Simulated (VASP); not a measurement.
Wanted: the native input for a VASP 6.6.1 run.

```
Task                   : electric field gradients
Functional             : PBE
Potentials or basis    : VASP PAW PBE potentials, release 64 (Ti_sv)
Cutoff                 : 520 eV
k mesh                 : 13 × 13 × 7
Occupations            : fermi-dirac, width 0.08 eV
Spin                   : no spin polarisation
Dipole correction      : no
Further INCAR settings : ALGO = Normal; EDIFF = 1e-08; NBANDS = 19
```

The structure of Ti lies in POSCAR:

```
Ti
1.0
    2.8902892058      0.0000000000      0.0000000000
   -1.4451446029      2.5030638765      0.0000000000
    0.0000000000      0.0000000000      4.5911542513
Ti
2
Direct
    0.3333333333      0.6666666667      0.2500000000
    0.6666666667      0.3333333333      0.7500000000
```

This cell differs from its parent crystal: volume scaled by 0.9405.

The input as run:

INCAR

```
SYSTEM = Ti
  PREC = Accurate
  ENCUT = 520
  EDIFF = 1E-8
  ISMEAR = -1
  SIGMA = 0.08
  LREAL = .FALSE.
  LASPH = .TRUE.
  NELM = 80
  ALGO = Normal
  ISIF = 2
  LWAVE = .FALSE.
  LCHARG = .FALSE.
  GGA = PE
  LEFG = .TRUE.
  NBANDS = 19
```

KPOINTS

```
regular mesh
0
G
  13 13 7
  0 0 0
```

Potentials or basis: VASP PAW PBE potentials, release 64 (Ti_sv).

Command:

```console
$ cat potpaw_PBE.64/Ti_sv/POTCAR > POTCAR
$ mpirun -np 1 vasp_std > vasp.out
```

It gave:

The pressure is 5.3 GPa and the band gap on the k mesh is zero (band 12 reaches 9.62 eV, above the bottom of band 13 at 8.48 eV).

Caveat: without QUAD_EFG the Cq values of the log hold for a quadrupole moment of 1 mb, not for the nuclei.

Wall time 42 s on 1 thread of Intel Xeon 6975P-C, with other jobs on the host, peak memory 0.18 GiB.
